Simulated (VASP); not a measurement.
# TiS2 (P-3m1) in VASP: further runs, part 2 of 2

VASP 6.6.1. The steps go on from the part before.

### 4 Single point, PBE (strain +1.5%)

Input file INCAR:

```
SYSTEM = TiS2
ALGO = Normal ; EDIFF = 1E-6
ENCUT = 500 ; GGA = PE
GGA_COMPAT = .False. ; ISIF = 2
ISMEAR = -1 ; LASPH = .True.
LCHARG = .True. ; LELF = .True.
LREAL = .False. ; LVHAR = .True.
LWAVE = .False. ; NBANDS = 19
NELM = 120 ; PREC = Accurate
SIGMA = 0.02
```

Input file KPOINTS:

```
k-points
0
Gamma
  12 12 4
  0 0 0
```

Input file POSCAR:

```
TiS2
1.0
    3.4617605591      0.0000000000      0.0000000000
   -1.7308802796      2.9979725860      0.0000000000
    0.0000000000      0.0000000000      5.8248010104
Ti S
1 2
Direct
    0.0000000000      0.0000000000      0.0000000000
    0.3333333333      0.6666666667      0.2383106355
    0.6666666667      0.3333333333      0.7616893645
```

Potentials or basis: VASP PAW PBE potentials, release 64 (Ti_sv, S).

The run is started by

```
cat potpaw_PBE.64/Ti_sv/POTCAR potpaw_PBE.64/S/POTCAR > POTCAR
mpirun -np 1 vasp_std > vasp.out
```

OUTCAR:

```text
SYSTEM = TiS2
   EDIFF = 1E-6
   ENCUT = 500
   GGA = PE
   ISIF = 2
   ISMEAR = -1
   LASPH = .True.
   LREAL = .False.
   NELM = 120
   PREC = Accurate

 ion  position               nearest neighbor table
   1  0.000  0.000  0.000-   2 2.43   3 2.43   3 2.43   2 2.43   3 2.43   2 2.43
   2  0.333  0.667  0.238-   1 2.43   1 2.43   1 2.43
   3  0.667  0.333  0.762-   1 2.43   1 2.43   1 2.43

  LATTYP: Found a hexagonal cell.
 ALAT       =     3.4617605591
 C/A-ratio  =     1.6826123329

  Lattice vectors:

 A1 = (   3.4617605591,   0.0000000000,   0.0000000000)
 A2 = (  -1.7308802796,   2.9979725860,   0.0000000000)
 A3 = (   0.0000000000,   0.0000000000,   5.8248010104)

Analysis of symmetry for initial positions (statically):
=====================================================================
 Subroutine PRICEL returns:
 Original cell was already a primitive cell.

 Routine SETGRP: Setting up the symmetry group for a
 hexagonal supercell.

 Subroutine GETGRP returns: Found 12 space group operations
 (whereof 12 operations were pure point group operations)
 out of a pool of 24 trial point group operations.

[... 163 lines left out ...]

 E-fermi :   4.8576     XC(G=0):  -9.7840

 val. band max:        4.8148622549   @ k =   0.0000   0.0000   0.0000
 cond. band min:       4.9066925075   @ k =   0.5000   0.0000   0.5000
 fundamental gap:      0.0918302525
 Fermi energy:         4.8575846787

 k-point     1 :       0.0000    0.0000    0.0000
  band No.  band energies     occupation
      1     -52.8997      2.00000
      2     -29.1229      2.00000
      3     -29.0751      2.00000
      4     -29.0751      2.00000
      5      -8.7317      2.00000
      6      -7.1403      2.00000
[... 505 lines left out ...]
      6      -7.2421      2.00000
[... 11 lines left out ...]
     18      12.0777      0.00000
     19      13.1306      0.00000

 [... further k-points ...]

------------------------ aborting loop because EDIFF is reached ----------------------------------------

  FORCE on cell =-STRESS in cart. coord.  units (eV):
  Direction    XX          YY          ZZ          XY          YZ          ZX
  --------------------------------------------------------------------------------------
  -------------------------------------------------------------------------------------
  Total       -0.5430086     -0.5430086      0.6659662      0.0000000      0.0000000     -0.0000000
  in kB      -14.3916816    -14.3916816     17.6504981      0.0000000      0.0000000     -0.0000000
  external PRESSURE =      -3.7109550 kB  Pullay stress =       0.0000000 kB

 VOLUME and BASIS-vectors are now :
 -----------------------------------------------------------------------------
  energy-cutoff  :      500.00
  volume of cell :       60.45
      direct lattice vectors                 reciprocal lattice vectors
     3.461760559  0.000000000  0.000000000     0.288870355  0.166779377  0.000000000
    -1.730880280  2.997972586  0.000000000     0.000000000  0.333558754  0.000000000
     0.000000000  0.000000000  5.824801010     0.000000000  0.000000000  0.171679685

 POSITION                                       TOTAL-FORCE (eV/Angst)
 -----------------------------------------------------------------------------------
      0.00000      0.00000      0.00000         0.000000      0.000000      0.000000
     -0.00000      1.99865      1.38811         0.000000     -0.000000      0.080363
      1.73088      0.99932      4.43669        -0.000000      0.000000     -0.080363
 -----------------------------------------------------------------------------------
    total drift:                                0.000000      0.000000      0.000000

  FREE ENERGIE OF THE ION-ELECTRON SYSTEM (eV)
  ---------------------------------------------------
  free  energy   TOTEN  =       -19.9363023686 eV

  energy  without entropy=      -19.9361663765  energy(sigma->0) =      -19.93623437
```

stdout:

```text
POSCAR found type information on POSCAR TiS
 POSCAR found :  2 types and       3 ions
 scaLAPACK will be used
 LDA part: xc-table for (Slater+PW92), standard interpolation
 POSCAR, INCAR and KPOINTS ok, starting setup
 FFT: planning ... GRIDC
 FFT: planning ... GRID_SOFT
 FFT: planning ... GRID
 WAVECAR not read
 entering main loop
```

It took 32 s on 1 thread of Intel Xeon 6975P-C (Granite Rapids), shared host; peak memory 0.21 GiB.

Results:

```yaml
Free_energy: -19.9363 eV
Pressure: -0.4 GPa
Largest_force: 0.080 eV/Å
Band_gap_on_the_k_mesh: 0.09 eV (least direct gap 0.46 eV)
```

Forces on the atoms (eV/Å):
```
Ti   0.000  0.000  0.000
S    0.000  0.000  0.080
S    0.000  0.000 -0.080
```

Caveat: the cell differs from its parent crystal (strain +1.5%); semilocal functionals underestimate gaps, and a narrow one can read as zero; this functional lacks dispersion, which binds layers or chains, so the pressure and a relaxed spacing across them are unreliable. A k mesh can miss the band edges.

### 5 Overview

| cell | gap on the mesh (eV) | pressure (GPa) | largest force (eV/Å) |
| --- | --- | --- | --- |
| a = 3.394, b = 3.394, c = 5.762 Å, angles 90.0, 90.0, 120.0°, 3 atoms, epitaxial xy strain -0.5% | none | 2.1 | 0.12 |
| a = 3.445, b = 3.445, c = 5.796 Å, angles 90.0, 90.0, 120.0°, 3 atoms, strain +1.0% | 0.04 | 0.2 | 0.09 |
| a = 3.462, b = 3.462, c = 5.825 Å, angles 90.0, 90.0, 120.0°, 3 atoms, strain +1.5% | 0.09 | -0.4 | 0.08 |

Alike in all rows: task single point; level PBE; potentials or basis VASP PAW PBE potentials, release 64 (Ti_sv, S); no spin polarisation; k mesh 12 × 12 × 4; cutoff (eV) 500; smearing fermi-dirac 0.02 eV.

Caveats: this functional lacks dispersion, which binds layers or chains, so the pressure and a relaxed spacing across them are unreliable; semilocal functionals underestimate gaps, and a narrow one can read as zero (at least some runs).

Total energies depend on the potentials used, so only differences within one code and one set of settings carry meaning.

The gap in the log of VASP goes by the Fermi energy; the results here count the filled bands.